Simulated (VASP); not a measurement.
CuAu: single point with PBEsol

The system is CuAu.

```
CELL_PARAMETERS angstrom
2.71600 0.00000 0.00000
0.00000 2.71600 0.00000
0.00000 0.00000 3.78010
ATOMIC_POSITIONS crystal
Cu 0.50000 0.50000 0.50000
Au 0.00000 0.00000 0.00000
```

This cell differs from its parent crystal: strain -0.030 along x and y, +0.030 along z.

```
Program             : VASP 6.6.1
Task                : single point
Functional          : PBEsol
Potentials or basis : VASP PAW PBE potentials, release 64 (Cu, Au)
Cutoff              : 520 eV
k mesh              : 18 × 18 × 14
Occupations         : gaussian, width 0.15 eV
Spin                : no spin polarisation
```

The pressure is 4.3 GPa. The band gap on the k mesh is zero (bands 11 and 12 overlap by 7.57 eV).

Stress tensor (GPa, compression positive):
```
5.88 0.00 0.00
0.00 5.88 0.00
0.00 0.00 1.25
```

Levels at points of the mesh, in eV from the Fermi level:
| k point | band 7 | band 8 | band 9 | band 10 | band 11 | band 12 | band 13 | band 14 | band 15 | band 16 |
| --- | --- | --- | --- | --- | --- | --- | --- | --- | --- | --- |
| (0.00, 0.00, 0.00) | -2.85 | -2.35 | -1.73 | -1.50 | -1.50 | 1.14 | 7.28 | 10.93 | 10.93 | 17.33 |
| (0.50, 0.00, 0.00) | -3.28 | -3.13 | -2.46 | -2.24 | -0.73 | 0.27 | 8.83 | 9.06 | 10.76 | 11.22 |
| (0.50, 0.50, 0.00) | -1.60 | -1.48 | -1.48 | -1.37 | 0.86 | 0.86 | 6.02 | 7.56 | 9.70 | 11.33 |
| (0.00, 0.00, 0.50) | -3.42 | -2.63 | -2.61 | -2.37 | -2.37 | -1.97 | 14.91 | 14.96 | 15.25 | 15.25 |
| (0.50, 0.00, 0.50) | -1.75 | -1.71 | -1.71 | -1.66 | -1.31 | -1.29 | 2.99 | 4.45 | 16.20 | 16.68 |
| (0.50, 0.50, 0.50) | -3.33 | -2.27 | -1.60 | -1.37 | 5.60 | 5.60 | 5.82 | 6.97 | 6.97 | 7.04 |

Wall time 100 s on 1 thread of AMD EPYC 9R45 96-Core Processor (Zen 5), on a shared host, peak memory 0.3 GiB.

Caveat: the cell differs from its parent crystal (strain -0.030 along x and y, +0.030 along z); the cell stands under pressure; the PAW data sets were made with another functional, which shifts forces and pressure a little; spin-orbit coupling is left out, which moves the levels of the heavy elements.
